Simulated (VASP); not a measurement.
Ga: single point with PBEsol

The system is Ga.

```
Ga
1.0
    -1.38440    1.38440    2.31122
     1.38440   -1.38440    2.31122
     1.38440    1.38440   -2.31122
Ga
1
Cartesian
  0.0000 0.0000 0.0000
```

| Item | Value |
| --- | --- |
| Program | VASP 6.6.1 |
| Task | single point |
| Functional | PBEsol |
| Potentials or basis | VASP PAW PBE potentials, release 64 (Ga_d) |
| Cutoff | 520 eV |
| k mesh | 10 × 10 × 10 |
| Occupations | fermi-dirac, width 0.05 eV |
| Spin | non-collinear spin, zero start, spin-orbit coupling |
| Starting moments | [[0.0, 0.0, 0.0]] μB |
| Dipole correction | no |
| Further INCAR settings | ALGO = Fast; EDIFF = 1e-07; NBANDS = 24 |

```
Pressure                                              : 0.2 GPa
Net moment                                            : 0.00 μB per cell
Valence electrons inside the program's atomic spheres : Ga 11.57
```

Stress tensor (GPa, compression positive):
```
 1.36  0.00  0.00
 0.00  1.36  0.00
 0.00  0.00 -2.23
```

Moments on the atoms (μB; x, y, z):
```
Ga  0.00 0.00 0.00
```

It took 65 s on 1 thread of Intel(R) Xeon(R) Platinum 8488C (Sapphire Rapids) (shared host), peak memory 0.23 GiB.

Caveat: the PAW data sets were made with another functional, which shifts forces and pressure a little.
